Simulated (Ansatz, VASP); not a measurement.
# Ag: VASP beside Ansatz

```
CELL_PARAMETERS angstrom
1.43436 0.82813 7.01998
-1.43436 0.82813 7.01998
0.00000 -1.65625 7.01998
ATOMIC_POSITIONS crystal
Ag 0.00000 0.00000 0.00000
Ag 0.77769 0.77769 0.77769
Ag 0.22231 0.22231 0.22231
```

Alike in both runs: functional PBEsol; k mesh 18 × 18 × 18; occupations gaussian, width 0.1 eV; no spin polarisation.

Ansatz relaxed the structure, and its values are those at the end. VASP's run is a single point on that final structure, the one shown.

|  | VASP | Ansatz |
| --- | --- | --- |
| version | VASP 6.6.1 | Ansatz 0.2.0 |
| potentials or method | VASP PAW PBE potentials, release 64 (Ag), cutoff 520 eV | scalar-relativistic, plane waves, PAW |
| valence electrons in the cell | 33 | 57 |

|  | VASP | Ansatz | Ansatz less VASP |
| --- | --- | --- | --- |
| gap on the k mesh at the Fermi level (eV) | none | none | - |
| pressure (GPa) | -0.2 | 0.0 | +0.22 |

VASP's potentials were made for PBE, not for PBEsol. A gap of «none» marks a metal or a gap that the smearing closes. With one functional, cell and mesh, what is left measures potentials, basis and numerics. VASP's potentials hold 33 valence electrons a cell and Ansatz's 57, so a difference there can come from the potentials and not from the codes.
